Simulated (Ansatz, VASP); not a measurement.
**Two plane-wave programs on Ge3P4**

```
Ge P
1.0
     9.88163    0.00000    0.00000
    -4.94082    8.55774    0.00000
     0.00000    0.00000    3.78468
Ge P
6 8
Direct
  0.82915 0.23548 0.75000
  0.59366 0.82915 0.25000
  0.23548 0.40634 0.25000
  0.76452 0.59366 0.75000
  0.40634 0.17085 0.75000
  0.17085 0.76452 0.25000
  0.66667 0.33333 0.75000
  0.33333 0.66667 0.25000
  0.66963 0.97272 0.75000
  0.69691 0.66963 0.25000
  0.97272 0.30309 0.25000
  0.02728 0.69691 0.75000
  0.33037 0.02728 0.25000
  0.30309 0.33037 0.75000
```

Alike in both runs: task single point; functional PBE; k mesh 3 × 3 × 4; occupations gaussian, width 0.1 eV; no spin polarisation.

```csv
,VASP,Ansatz
version,VASP 6.6.1,Ansatz 0.2.0
potentials or method,"VASP PAW PBE potentials, release 64 (Ge_d, P), cutoff 520 eV","scalar-relativistic, plane waves, PAW"
valence electrons in the cell,124,124
```

|  | VASP | Ansatz | Ansatz less VASP |
| --- | --- | --- | --- |
| gap on the k mesh at the Fermi level (eV) | none | none | - |
| pressure (GPa) | 6.5 | 6.7 | +0.19 |
| traceless stress, the component that is largest in VASP (GPa) | 0.23 | 0.27 | +0.038 |
| rms of the force components (eV/Å) | 0.129 | 0.131 | +0.0014 |

Atom by atom the forces differ by 0.002 eV/Å (rms over components). A gap of «none» marks a metal or a gap that the smearing closes. With one functional, cell and mesh, what is left measures potentials, basis and numerics.

The k mesh is coarse, so the values compare programs but aren't converged.
